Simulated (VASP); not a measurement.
# B (Pm-3m) in VASP: further runs, part 2 of 2

VASP 6.6.1. Earlier steps stand in the parts before.

**4. Single point, r2SCAN**

This run uses another cell than the first one, of 6.69 Å³/atom, 1.087 times its volume.

POSCAR reads:

```
B
1.0
    1.8844875098      0.0000000000      0.0000000000
    0.0000000000      1.8844875098      0.0000000000
    0.0000000000      0.0000000000      1.8844875098
B
1
Direct
    0.0000000000      0.0000000000      0.0000000000
```

INCAR.step1 reads:

```
PREC = Accurate
ENCUT = 520
ISMEAR = -1
SIGMA = 0.1
LREAL = False
LASPH = True
NELM = 60
NBANDS = 8
GGA = PE
ALGO = Normal
EDIFF = 1E-4
LWAVE = True
LCHARG = False
```

INCAR.step2 reads:

```
PREC = Accurate
ENCUT = 520
EDIFF = 1E-6
ISMEAR = -1
SIGMA = 0.1
LREAL = False
LASPH = True
NELM = 60
ALGO = Normal
ISIF = 2
LWAVE = False
LCHARG = False
METAGGA = R2SCAN
LMIXTAU = True
NBANDS = 8
ISTART = 1
```

KPOINTS reads:

```
regular mesh
0
Gamma
  19 19 19
```

Potentials or basis: VASP PAW PBE potentials, release 64 (B).

Launch:

```bash
$ cat potpaw_PBE.64/B/POTCAR > POTCAR
$ cp INCAR.step1 INCAR
$ mpirun -np 1 vasp_std > vasp.out
$ cp INCAR.step2 INCAR
$ mpirun -np 1 vasp_std > vasp.out
```

OUTCAR:

```text
PREC = Accurate
   ENCUT = 520
   EDIFF = 1E-6
   ISMEAR = -1
   LREAL = False
   LASPH = True
   NELM = 60
   ISIF = 2
   METAGGA = R2SCAN
   ISTART = 1

 ion  position               nearest neighbor table
   1  0.000  0.000  0.000-

  LATTYP: Found a simple cubic cell.
 ALAT       =     1.8844875098

  Lattice vectors:

 A1 = (   1.8844875098,   0.0000000000,   0.0000000000)
 A2 = (   0.0000000000,   1.8844875098,   0.0000000000)
 A3 = (   0.0000000000,   0.0000000000,   1.8844875098)

Analysis of symmetry for initial positions (statically):
=====================================================================
 Subroutine PRICEL returns:
 Original cell was already a primitive cell.

 Routine SETGRP: Setting up the symmetry group for a
 simple cubic supercell.

 Subroutine GETGRP returns: Found 48 space group operations
 (whereof 48 operations were pure point group operations)
 out of a pool of 48 trial point group operations.

The static configuration has the point symmetry O_h .

Analysis of symmetry for dynamics (positions and initial velocities):
=====================================================================
 Subroutine PRICEL returns:
 Original cell was already a primitive cell.

 Routine SETGRP: Setting up the symmetry group for a
 simple cubic supercell.

 Subroutine GETGRP returns: Found 48 space group operations
 (whereof 48 operations were pure point group operations)
 out of a pool of 48 trial point group operations.

The dynamic configuration has the point symmetry O_h .

 Subroutine INISYM returns: Found 48 space group operations
 (whereof 48 operations are pure point group operations),
 and found     1 'primitive' translations

----------------------------------------------------------------------------------------

                                     Primitive cell

  volume of cell :       6.6924

  direct lattice vectors                    reciprocal lattice vectors
     1.884487510  0.000000000  0.000000000     0.530648250  0.000000000  0.000000000
     0.000000000  1.884487510  0.000000000     0.000000000  0.530648250  0.000000000
     0.000000000  0.000000000  1.884487510     0.000000000  0.000000000  0.530648250

  length of vectors
     1.884487510  1.884487510  1.884487510     0.530648250  0.530648250  0.530648250

  position of ions in fractional coordinates (direct lattice)
     0.000000000  0.000000000  0.000000000

  ion indices of the primitive-cell ions
   primitive index   ion index
                 1           1

----------------------------------------------------------------------------------------

 KPOINTS: regular mesh

Automatic generation of k-mesh.
 Grid dimensions read from file:
 generate k-points for:   19   19   19

 Generating k-lattice:

  Cartesian coordinates                     Fractional coordinates (reciprocal lattice)
     0.027928855  0.000000000  0.000000000     0.052631579  0.000000000  0.000000000
     0.000000000  0.027928855  0.000000000     0.000000000  0.052631579  0.000000000
     0.000000000  0.000000000  0.027928855     0.000000000  0.000000000  0.052631579

  Length of vectors
     0.027928855  0.027928855  0.027928855

  Shift w.r.t. Gamma in fractional coordinates (k-lattice)
     0.000000000  0.000000000  0.000000000

 Subroutine IBZKPT returns following result:
 ===========================================

 Found    220 irreducible k-points:

 Following reciprocal coordinates:
            Coordinates               Weight
  0.000000  0.000000  0.000000      1.000000
  0.052632  0.000000  0.000000      6.000000
  0.105263  0.000000  0.000000      6.000000
  0.157895  0.000000  0.000000      6.000000
  0.210526  0.000000  0.000000      6.000000
  0.263158  0.000000  0.000000      6.000000
[... 16 lines left out ...]
  0.263158  0.105263  0.000000     24.000000
  0.315789  0.105263  0.000000     24.000000
 [... further k-points ...]
   k-points           NKPTS =    220   k-points in BZ     NKDIM =    220   number of bands    NBANDS=      8
   number of dos      NEDOS =    301   number of ions     NIONS =      1
   total plane-waves  NPLWV =   2744
   dimension x,y,z NGX =    14 NGY =   14 NGZ =   14
   dimension x,y,z NGXF=    28 NGYF=   28 NGZF=   28
   ions per type =               1
   NGX,Y,Z   is equivalent  to a cutoff of  12.35, 12.35, 12.35 a.u.
   NGXF,Y,Z  is equivalent  to a cutoff of  24.70, 24.70, 24.70 a.u.
 SYSTEM =  unknown system
   PREC   = accura    normal or accurate (medium, high low for compatibility)
   ISTART =      1    job   : 0-new  1-cont  2-samecut
   ICHARG =      0    charge: 1-file 2-atom 10-const
   ISPIN  =      1    spin polarized calculation?
   LNONCOLLINEAR =      F non collinear calculations
   LSORBIT =      F    spin-orbit coupling
   LASPH  =      T    aspherical Exc in radial PAW
   ENCUT  =  520.0 eV  38.22 Ry    6.18 a.u.   3.50  3.50  3.50*2*pi/ulx,y,z
   NELM   =     60;   NELMIN=  2; NELMDL=  0     # of ELM steps
   EDIFF  = 0.1E-05   stopping-criterion for ELM
   LREAL  =      F    real-space projection
   EDIFFG = 0.1E-04   stopping-criterion for IOM
   NSW    =      0    number of steps for IOM
   IBRION =     -1    ionic relax: 0-MD 1-quasi-New 2-CG
   NFREE  =      0    steps in history (QN), initial steepest desc. (CG)
   ISIF   =      2    stress and relaxation
   ISYM   =      2    0-nonsym 1-usesym 2-fastsym
   POTIM  = 0.5000    time-step for ionic-motion
   TEBEG  =    0.0;   TEEND  =   0.0 temperature during run
   PSTRESS=    0.0 pullay stress
   NELECT =       3.0000    total number of electrons
   NUPDOWN=      -1.0000    fix difference up-down
   EMIN   =  10.00;   EMAX   =-10.00  energy-range for DOS
   EFERMI =   0.00;   METHOD = LEGACY
   ISMEAR =    -1;   SIGMA  =   0.10  broadening in eV -4-tet -1-fermi 0-gaus
   EFERMI_NEDOS =   21; number of points for ismear=-14 and -15
   IALGO  =     38    algorithm
   IMIX   =      4    mixing-type and parameters
     AMIX     =   0.40;   BMIX     =  1.00
     AMIX_MAG =   1.60;   BMIX_MAG =  1.00
  volume/ion in A,a.u.               =       6.69        45.16
  Fermi-wavevector in a.u.,A,eV,Ry     =   1.252916  2.367668 21.358408  1.569799
  Thomas-Fermi vector in A             =   2.386794
   LORBIT       =      0    0 simple, 1 ext, 2 COOP (PROOUT), +10 PAW based schemes
   METAGGA = R2SCAN    functional components
   LHFCALC =     F    Hartree Fock is set to
   AEXX    =    0.0000 exact exchange contribution
   IVDW    =     0    specifies the selected vdW correction
   LEPSILON=     F    determine dielectric tensor
   LRPA    =     F    only Hartree local field effects (RPA)
 non-spin polarized calculation
  energy-cutoff  :      520.00
  volume of cell :        6.69
 maximum number of plane-waves:       191
 NGX is ok and might be reduce to    14
   NGX =  7   NGY =  7   NGZ =  7

 number of electron       3.0000000 magnetization

 Free energy of the ion-electron system (eV)
  ---------------------------------------------------
  ext. energy  EPLUGINS =         0.00000000
  ---------------------------------------------------
  free energy    TOTEN  =        -6.14023280 eV

  energy without entropy =       -6.13108561  energy(sigma->0) =       -6.13565921

 E-fermi :   7.1094     XC(G=0): -13.2836

 val. band max:        7.0974821751   @ k =   0.4211   0.3684   0.2105
 cond. band min:       7.1255504767   @ k =   0.4211   0.4211   0.2105
 fundamental gap:      0.0280683016
 Fermi energy:         7.1094212465

 k-point     1 :       0.0000    0.0000    0.0000
  band No.  band energies     occupation
      1      -9.7836      2.00000
      2      21.7387      0.00000
      3      21.7387      0.00000
      4      21.7387      0.00000
      5      32.0983      0.00000
      6      32.0983      0.00000
      7      42.7508      0.00000
      8      63.5591      0.00000

 k-point     2 :       0.0526    0.0000    0.0000
  band No.  band energies     occupation
      1      -9.6830      2.00000
      2      20.6295      0.00000
      3      21.8239      0.00000
      4      21.8239      0.00000
      5      32.2148      0.00000
      6      33.3158      0.00000
      7      42.6997      0.00000
      8      62.7057      0.00000
[... 221 lines left out ...]
 k-point    23 :       0.2632    0.1053    0.0000
  band No.  band energies     occupation
      1      -6.8757      2.00000
      2      10.0242      0.00000
      3      20.8804      0.00000
      4      24.0009      0.00000
      5      37.6271      0.00000
      6      39.1312      0.00000
      7      47.0667      0.00000
      8      50.7333      0.00000

 k-point    24 :       0.3158    0.1053    0.0000
  band No.  band energies     occupation
      1      -5.7816      2.00000
      2       7.4697      0.05307
      3      21.6879      0.00000
      4      24.6947      0.00000
      5      37.8434      0.00000
      6      38.7416      0.00000
      7      48.0969      0.00000
      8      49.9851      0.00000

 [... further k-points ...]
[... 5 lines left out ...]
  --------------------------------------------------------------------------------------
  -------------------------------------------------------------------------------------
  Total        0.0114084      0.0114084      0.0114084      0.0000000      0.0000000     -0.0000000
  in kB        2.7312065      2.7312065      2.7312065      0.0000000      0.0000000     -0.0000000
  external PRESSURE =       2.7312065 kB  Pullay stress =       0.0000000 kB

 VOLUME and BASIS-vectors are now :
 -----------------------------------------------------------------------------
  energy-cutoff  :      520.00
  volume of cell :        6.69
      direct lattice vectors                 reciprocal lattice vectors
     1.884487510  0.000000000  0.000000000     0.530648250  0.000000000  0.000000000
     0.000000000  1.884487510  0.000000000     0.000000000  0.530648250  0.000000000
     0.000000000  0.000000000  1.884487510     0.000000000  0.000000000  0.530648250

 POSITION                                       TOTAL-FORCE (eV/Angst)
 -----------------------------------------------------------------------------------
      0.00000      0.00000      0.00000         0.000000      0.000000      0.000000
 -----------------------------------------------------------------------------------
    total drift:                                0.000000     -0.000000     -0.000000

  FREE ENERGIE OF THE ION-ELECTRON SYSTEM (eV)
  ---------------------------------------------------
  free  energy   TOTEN  =        -6.1402327990 eV

  energy  without entropy=       -6.1310856141  energy(sigma->0) =       -6.13565921
```

OUTCAR.step1:

```text
PREC = Accurate
   ENCUT = 520
   ISMEAR = -1
   LREAL = False
   LASPH = True
   NELM = 60
[... 479 lines left out ...]
 POSITION                                       TOTAL-FORCE (eV/Angst)
 -----------------------------------------------------------------------------------
      0.00000      0.00000      0.00000         0.000000      0.000000      0.000000
 -----------------------------------------------------------------------------------
    total drift:                                0.000000     -0.000000     -0.000000

  FREE ENERGIE OF THE ION-ELECTRON SYSTEM (eV)
  ---------------------------------------------------
  free  energy   TOTEN  =        -5.6156965386 eV

  energy  without entropy=       -5.6062129995  energy(sigma->0) =       -5.61095477
```

OSZICAR.step1:

```text
N       E                     dE             d eps       ncg     rms          rms(c)
DAV:   1    -0.351293851384E+01   -0.35129E+01   -0.14835E+03  3848   0.290E+02
DAV:   2    -0.562883619133E+01   -0.21159E+01   -0.19904E+01  4736   0.346E+01
DAV:   3    -0.563141751670E+01   -0.25813E-02   -0.25811E-02  4032   0.131E+00
DAV:   4    -0.563141761967E+01   -0.10298E-06   -0.10244E-06  5176   0.796E-03
DAV:   5    -0.563141761942E+01    0.25034E-09   -0.44762E-11  3584   0.296E-05    0.163E+00
DAV:   6    -0.562007888536E+01    0.11339E-01   -0.35213E-03  3992   0.352E-01    0.999E-01
DAV:   7    -0.561567252317E+01    0.44064E-02   -0.57304E-03  4056   0.465E-01    0.578E-02
DAV:   8    -0.561569653864E+01   -0.24015E-04   -0.38086E-05  3208   0.514E-02
   1 F= -.56156965E+01 E0= -.56109548E+01  d E =-.948354E-02
```

Run time: 12 s. Hardware: 1 thread of Intel Xeon Platinum 8259CL at 2.50GHz (Skylake/Cascade Lake), shared host; peak memory 0.11 GiB.

Results:

```yaml
Free_energy: -6.1402 eV
Pressure: 0.3 GPa
```

Caveat: the PAW data sets were made with another functional, which shifts forces and pressure a little.

**5. Single point, r2SCAN (volume scaled by 1.04)**

POSCAR reads:

```
B
1.0
    1.9092862419      0.0000000000      0.0000000000
    0.0000000000      1.9092862419      0.0000000000
    0.0000000000      0.0000000000      1.9092862419
B
1
Direct
    0.0000000000      0.0000000000      0.0000000000
```

INCAR.step1 reads:

```
SYSTEM = B
PREC     = Accurate       ! precision mode
ENCUT    = 520            ! plane-wave cutoff, eV
ISMEAR   = -1             ! smearing method
SIGMA    = 0.1            ! smearing width, eV
LREAL    = .False.        ! projectors in reciprocal space
LASPH    = .True.         ! aspherical terms in the spheres
NELM     = 80             ! most SCF steps
NBANDS   = 8              ! bands
GGA      = PE             ! functional
ALGO     = Normal         ! electronic algorithm
EDIFF    = 1E-4           ! SCF threshold, eV
LWAVE    = .True.         ! write WAVECAR
LCHARG   = .False.        ! write CHGCAR
```

INCAR.step2 reads:

```
SYSTEM = B
PREC     = Accurate       ! precision mode
ENCUT    = 520            ! plane-wave cutoff, eV
EDIFF    = 1E-6           ! SCF threshold, eV
ISMEAR   = -1             ! smearing method
SIGMA    = 0.1            ! smearing width, eV
LREAL    = .False.        ! projectors in reciprocal space
LASPH    = .True.         ! aspherical terms in the spheres
NELM     = 80             ! most SCF steps
ALGO     = Normal         ! electronic algorithm
ISIF     = 2              ! what is computed and relaxed
LWAVE    = .False.        ! write WAVECAR
LCHARG   = .False.        ! write CHGCAR
METAGGA  = R2SCAN         ! meta-GGA
LMIXTAU  = .True.       
NBANDS   = 8              ! bands
ISTART   = 1
```

KPOINTS reads:

```
Automatic mesh
0
Gamma
  19 19 19
  0 0 0
```

Launch:

```bash
$ cat potpaw_PBE.64/B/POTCAR > POTCAR
$ cp INCAR.step1 INCAR
$ mpirun -np 1 vasp_std > vasp.out
$ cp INCAR.step2 INCAR
$ mpirun -np 1 vasp_std > vasp.out
```

Wall time 14 s (1 thread of Intel Xeon Platinum 8259CL at 2.50GHz (Skylake/Cascade Lake), shared host); peak memory 0.11 GiB.

The run converged. Its results:

```yaml
Free_energy: -6.1335 eV
Pressure: -8.3 GPa
```

Levels at points of the mesh, in eV from the Fermi level:
| k point | band 1 | band 2 | band 3 | band 4 | band 5 |
| --- | --- | --- | --- | --- | --- |
| (0.00, 0.00, 0.00) | -16.51 | 14.18 | 14.18 | 14.18 | 24.49 |

Caveat: the cell differs from its parent crystal (volume scaled by 1.04); the PAW data sets were made with another functional, which shifts forces and pressure a little.

**6. The runs side by side**

```csv
cell,gap on the mesh (eV),pressure (GPa)
"a = 1.833 Å, 1 atom",none,23.0
"a = 1.859 Å, 1 atom",none,10.6
"a = 1.884 Å, 1 atom",none,0.3
"a = 1.909 Å, 1 atom",none,-8.3
```

Alike in all rows: task single point; level r2SCAN; potentials or basis VASP PAW PBE potentials, release 64 (B); no spin polarisation; k mesh 19 × 19 × 19; cutoff (eV) 520; smearing fermi-dirac 0.1 eV.

Caveats: the PAW data sets were made with another functional, which shifts forces and pressure a little.

Total energies depend on the potentials used, so only differences within one code and one set of settings carry meaning.
